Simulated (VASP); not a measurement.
A run of VASP 6.6.1:

Contents of INCAR:

```
PREC = Accurate
ENCUT = 520
EDIFF = 1E-6
ISMEAR = 0
SIGMA = 0.05
LREAL = F
LASPH = T
NELM = 80
ALGO = Normal
ISIF = 2
LWAVE = F
LCHARG = F
GGA = PS
NBANDS = 15
```

The input KPOINTS:

```
Automatic mesh
0
Gamma
  6 6 6
```

POSCAR

```
KI
1.0
    0.0000000000      3.3835680000      3.2425860000
    3.3835680000      0.0000000000      3.2425860000
    3.3835680000      3.3835680000      0.0000000000
K I
1 1
Direct
    0.0000000000      0.0000000000      0.0000000000
    0.5000000000      0.5000000000      0.5000000000
```

Potentials or basis: VASP PAW PBE potentials, release 64 (K_sv, I).

Launch:

```bash
$ cat potpaw_PBE.64/K_sv/POTCAR potpaw_PBE.64/I/POTCAR > POTCAR
$ mpirun -np 1 vasp_std > vasp.out
```

Hardware: 1 thread of Intel(R) Xeon(R) Platinum 8488C (Sapphire Rapids), on a shared host.

Q: How long does it take, and how much memory?

A: Wall time 18 s on 1 thread of Intel(R) Xeon(R) Platinum 8488C (Sapphire Rapids), on a shared host, peak memory 0.21 GiB. Counts: scf iterations 12, k points 30.
